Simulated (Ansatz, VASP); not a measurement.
## One calculation of Cd, two programs

INCAR

```
SYSTEM = Cd
PREC     = Accurate       ! precision mode
ENCUT    = 520            ! plane-wave cutoff, eV
EDIFF    = 1E-6           ! SCF threshold, eV
ISMEAR   = -1             ! smearing method
SIGMA    = 0.1            ! smearing width, eV
LREAL    = .FALSE.        ! projectors in reciprocal space
LASPH    = .TRUE.         ! aspherical terms in the spheres
NELM     = 100            ! most SCF steps
ALGO     = Normal         ! electronic algorithm
ISIF     = 2              ! what is computed and relaxed
LWAVE    = .FALSE.        ! write WAVECAR
LCHARG   = .FALSE.        ! write CHGCAR
GGA      = CA             ! functional
NBANDS   = 12             ! bands
```

File KPOINTS:

```
Automatic mesh
0
G
  15 15 15
  0 0 0
```

The input POSCAR:

```
Cd
1.0
   -1.5687339217      1.5687339217      1.5687339217
    1.5687339217     -1.5687339217      1.5687339217
    1.5687339217      1.5687339217     -1.5687339217
Cd
1
Direct
    0.0000000000      0.0000000000      0.0000000000
```

Input for Ansatz:

```yaml
crystal:
  lattice:
    - [-1.5687339217, 1.5687339217, 1.5687339217]
    - [1.5687339217, -1.5687339217, 1.5687339217]
    - [1.5687339217, 1.5687339217, -1.5687339217]
  atoms:
    - { symbol: Cd, position: [0.0, 0.0, 0.0] }
kpoints:
  mp_grid: { grid: [15, 15, 15] }
scf:
  occupations: { method: fermi_dirac, width: 0.1 }
hamiltonian:
  xc: lda
  pseudopotentials: { kind: paw }
output:
  forces: true
  stress: true
  eigenvalues: true
  populations: true
  write_density: true
  write_potential: true
  elf: true
  volumetric_format: npy
```

Change from the starting cell: volume scaled by 0.76, PAW files.

Alike in both runs: task single point; functional LDA; k mesh 15 × 15 × 15; occupations fermi-dirac, width 0.1 eV; no spin polarisation.

|  | VASP | Ansatz |
| --- | --- | --- |
| version | VASP 6.6.1 | Ansatz 0.2.0 |
| potentials or method | VASP PAW LDA potentials, release 64 (Cd) | PAW with Ansatz's default frozen-core files, scalar-relativistic |
| plane-wave cutoff (eV) | 520 | 420 |
| valence electrons in the cell | 12 | 20 |

|  | VASP | Ansatz | Ansatz less VASP |
| --- | --- | --- | --- |
| pressure (GPa) | 40.2 | 37.9 | -2.30 |

LDA's correlation is that of Perdew and Zunger in VASP and of Perdew and Wang (1992) in Ansatz. Both programs put the cell under a high pressure, so it lies far from rest at this level. VASP's potentials hold 12 valence electrons a cell and Ansatz's 20, so a difference there can come from the potentials and not from the codes.
